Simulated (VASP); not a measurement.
Crystal: Hf.

```xyz
2
Lattice="3.1184 0.0000 0.0000 -1.5592 2.7006 0.0000 0.0000 0.0000 4.9475" Properties=species:S:1:pos:R:3 pbc="T T T"
Hf    0.0000    1.8004    1.2369
Hf    1.5592    0.9002    3.7107
```

Base run:

- Program: VASP 6.6.1
- Functional: LDA
- Potentials or basis: VASP PAW LDA potentials, release 64 (Hf_pv)
- Cutoff: 520 eV
- k mesh: 12 × 12 × 7
- Occupations: fermi-dirac, width 0.3 eV
- Spin: no spin polarisation

Its results: band gap on the k mesh zero (bands 10 and 11 overlap by 1.40 eV); pressure 1.2 GPa.

Question: After a change of settings the same cell gave: band gap on the k mesh zero (bands 10 and 11 overlap by 1.41 eV); pressure 0.1 GPa. Which change was it?
A. occupations from fermi-dirac, width 0.3 eV to gaussian, width 1 eV
B. occupations from fermi-dirac, width 0.3 eV to fermi-dirac, width 0.6 eV; further incar settings from ALGO = Normal; EDIFF = 1e-06; NBANDS = 17 to ALGO = Normal; EDIFF = 1e-07; NBANDS = 17
C. occupations from fermi-dirac, width 0.3 eV to gaussian, width 0.2 eV

Answer: C.

Caveats: spin-orbit coupling is left out, which moves the levels of the heavy elements; so wide a smearing shifts energies and pressures (at least some runs).
